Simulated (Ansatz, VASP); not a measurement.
Given: the input of a run of VASP 6.6.1 on SnO2.

Contents of INCAR:

```
  PREC = Accurate
  ENCUT = 520
  EDIFF = 1E-6
  ISMEAR = -1
  SIGMA = 0.05
  LREAL = False
  LASPH = True
  NELM = 60
  ALGO = Normal
  ISIF = 2
  LWAVE = False
  LCHARG = False
  GGA = PS
  NBANDS = 20
```

The input KPOINTS:

```
Automatic mesh
0
Gamma
  9 9 9
```

File POSCAR:

```
SnO2
1.0
    0.0000000000      2.5568733049      2.5568733049
    2.5568733049      0.0000000000      2.5568733049
    2.5568733049      2.5568733049      0.0000000000
Sn O
1 2
Direct
    0.0000000000      0.0000000000      0.0000000000
    0.7500000000      0.7500000000      0.7500000000
    0.2500000000      0.2500000000      0.2500000000
```

Potentials or basis: VASP PAW PBE potentials, release 64 (Sn_d, O).

Launch:

```sh
$ cat potpaw_PBE.64/Sn_d/POTCAR potpaw_PBE.64/O/POTCAR > POTCAR
$ mpirun -np 1 vasp_std > vasp.out
```

**Question.** Translate it to Ansatz 0.2.0. Potentials there: all-electron LAPW, scalar-relativistic.

**Answer.** As run (the cutoff follows the program's own potentials):

input.yaml

```yaml
crystal:
  lattice:
    - [0.0, 2.5568733049, 2.5568733049]
    - [2.5568733049, 0.0, 2.5568733049]
    - [2.5568733049, 2.5568733049, 0.0]
  atoms:
    - { symbol: Sn, position: [0.0, 0.0, 0.0] }
    - { symbol: O, position: [0.75, 0.75, 0.75] }
    - { symbol: O, position: [0.25, 0.25, 0.25] }
kpoints:
  mp_grid: { grid: [9, 9, 9] }
scf:
  occupations: { method: fermi_dirac, width: 0.05 }
hamiltonian:
  xc: pbesol
  pseudopotentials: { kind: all_electron, lapw: { basis_error: 0.002 } }
output:
  forces: true
  stress: true
  eigenvalues: true
```

Potentials or basis: all-electron LAPW, scalar-relativistic.

The run is started by

```console
$ ansatz run input.yaml --threads 2 --pin off --max-ram 6144MiB --backend cpu --events-out ev --progress --plain --runs-dir out
```

Both were run:

|  | VASP | Ansatz | Ansatz less VASP |
| --- | --- | --- | --- |
| gap on the k mesh at the Fermi level (eV) | none | none | - |
| pressure (GPa) | -2.8 | -3.4 | -0.59 |

VASP's potentials were made for PBE, not for PBEsol. A gap of «none» marks a metal or a gap that the smearing closes. Ansatz ran all-electron here, and VASP with PAW potentials.
